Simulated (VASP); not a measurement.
**BeAl2: single point with PBE**

Crystal: BeAl2.

```
Be Al
1.0
     4.22748    0.00000    0.00000
    -2.11374    3.66110    0.00000
     0.00000    0.00000    5.18288
Be Al
2 4
Direct
  0.33333 0.66667 0.00000
  0.66667 0.33333 0.00000
  0.00000 0.00000 0.75000
  0.00000 0.00000 0.25000
  0.33333 0.66667 0.50000
  0.66667 0.33333 0.50000
```

```yaml
Program: VASP 6.6.1
Task: single point
Functional: PBE
Potentials_or_basis: VASP PAW PBE potentials, release 64 (Be, Al)
Cutoff: 520 eV
k_mesh: 6 × 6 × 4
Occupations: gaussian, width 0.1 eV
Spin: no spin polarisation
```

| Property | Result |
| --- | --- |
| Pressure | 7.1 GPa |
| Largest force | 0.815 eV/Å |
| Band gap on the k mesh | zero (band 8 reaches 10.17 eV, above the bottom of band 9 at 6.13 eV) |

Forces in eV/Å, atoms in the order of the input:
```
Be   0.000  0.000  0.000
Be   0.000  0.000  0.000
Al   0.000  0.000  0.815
Al   0.000  0.000 -0.815
Al   0.000  0.000  0.000
Al   0.000  0.000  0.000
```

Stress tensor (GPa, compression positive):
```
9.29 0.00 0.00
0.00 9.29 0.00
0.00 0.00 2.68
```

Levels at points of the mesh, in eV from the Fermi level:
```csv
k point,band 5,band 6,band 7,band 8,band 9,band 10,band 11,band 12
"(0.00, 0.00, 0.00)",-1.85,-1.79,-1.79,0.02,0.94,2.25,2.25,2.80
"(0.50, 0.00, 0.00)",-3.82,-3.22,-2.91,-2.91,0.03,1.75,1.77,2.71
"(0.00, 0.00, 0.50)",-0.88,-0.88,-0.79,-0.24,-0.24,-0.18,0.12,0.12
"(0.50, 0.00, 0.50)",-3.42,-2.70,-2.40,-0.95,2.02,2.77,2.95,3.06
```

It took 8.5 s on 1 thread of Intel(R) Xeon(R) 6975P-C (Granite Rapids), with other jobs on the host, peak memory 0.19 GiB.
